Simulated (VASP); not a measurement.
Wanted: the native input for a VASP 6.6.1 run.

```yaml
Task: single point
Functional: PBE
Potentials_or_basis: VASP PAW PBE potentials, release 64 (Rb_sv)
Cutoff: 520 eV
k_mesh: 10 × 10 × 10
Occupations: fermi-dirac, width 0.08 eV
Spin: no spin polarisation
Dipole_correction: no
k_mesh_for_the_DOS: 15 × 15 × 15
Occupations_for_the_DOS: tetrahedron
Further_INCAR_settings: ALGO = Normal; EDIFF = 1e-06; NBANDS = 10
```

Crystal: Rb.

```
Rb
1.0
     0.00000    3.57301    3.57301
     3.57301    0.00000    3.57301
     3.57301    3.57301    0.00000
Rb
1
Direct
  0.00000 0.00000 0.00000
```

This isn't the form of Rb at room conditions, which is bcc.

One way to write it, as run:

POSCAR

```
Rb
1.0
    0.0000000000      3.5730106134      3.5730106134
    3.5730106134      0.0000000000      3.5730106134
    3.5730106134      3.5730106134      0.0000000000
Rb
1
Direct
    0.0000000000      0.0000000000      0.0000000000
```

INCAR.step1

```
PREC = Accurate ; ENCUT = 520
EDIFF = 1E-6 ; ISMEAR = -1
SIGMA = 0.08 ; LREAL = F
LASPH = T ; NELM = 100
ALGO = Normal ; ISIF = 2
LWAVE = F ; LCHARG = T
GGA = PE ; NBANDS = 10
```

KPOINTS.step1

```
regular mesh
0
Gamma
  10 10 10
```

INCAR.step2

```
PREC = Accurate ; ENCUT = 520
EDIFF = 1E-6 ; ISMEAR = -5
SIGMA = 0.08 ; LREAL = F
LASPH = T ; NELM = 100
ALGO = Normal ; ISIF = 2
LWAVE = F ; LCHARG = F
GGA = PE ; LORBIT = 10
NBANDS = 10 ; NEDOS = 1001
ICHARG = 11
```

KPOINTS.step2

```
regular mesh
0
Gamma
  15 15 15
```

Potentials or basis: VASP PAW PBE potentials, release 64 (Rb_sv).

Launch:

```sh
$ cat potpaw_PBE.64/Rb_sv/POTCAR > POTCAR
$ cp INCAR.step1 INCAR
$ cp KPOINTS.step1 KPOINTS
$ mpirun -np 1 vasp_std > vasp.out
$ cp INCAR.step2 INCAR
$ cp KPOINTS.step2 KPOINTS
$ mpirun -np 1 vasp_std > vasp.out
```

It gave:

```
Valence electrons inside the program's atomic spheres : Rb 7.29
```

It took 2.6 min on 1 thread of Intel Xeon 8259CL, on a shared host, peak memory 0.29 GiB.
